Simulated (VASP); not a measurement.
A run of VASP 6.6.1 is set up as follows.

The input INCAR:

```
SYSTEM = CuAu5
  PREC = Accurate
  ENCUT = 520
  EDIFF = 1E-6
  ISMEAR = 0
  SIGMA = 0.1
  LREAL = .False.
  LASPH = .True.
  NELM = 60
  ALGO = Fast
  ISIF = 2
  LWAVE = .False.
  LCHARG = .False.
  GGA = PE
  NBANDS = 42
```

Contents of KPOINTS:

```
Automatic mesh
0
Gamma
  8 12 12
  0 0 0
```

File POSCAR:

```
CuAu5
1.0
    0.0000000000      0.0000000000     -4.7570825174
   -4.3266114990     -2.4979703136      0.0000000000
    0.0000000000      4.9959406272      0.0000000000
Au Cu
5 1
Direct
    0.7500000000      0.6666666667      0.6737137452
    0.7500000000      0.9929529215      0.3262862548
    0.7500000000      0.3403804118      0.0000000000
    0.2500000000      0.3333333333      0.3333333333
    0.2500000000      1.0000000000      0.6666666667
    0.2500000000      0.6666666667      1.0000000000
```

Potentials or basis: VASP PAW PBE potentials, release 64 (Au, Cu).

The run is started by

```console
$ cat potpaw_PBE.64/Au/POTCAR potpaw_PBE.64/Cu/POTCAR > POTCAR
$ mpirun -np 1 vasp_std > vasp.out
```

Question: Estimate the band gap on the k mesh.

Answer: Zero (bands 33 and 34 overlap by 5.45 eV).

Question: What does it give for the pressure?

Answer: -0.2 GPa.

Forces in eV/Å, atoms in the order of the input:
```
Au   0.000  0.004  0.000
Au   0.003 -0.002  0.000
Au  -0.003 -0.002  0.000
Au   0.000  0.000  0.000
Au   0.000  0.000  0.000
Cu   0.000  0.000  0.000
```

Caveat: spin-orbit coupling is left out, which moves the levels of the heavy elements.
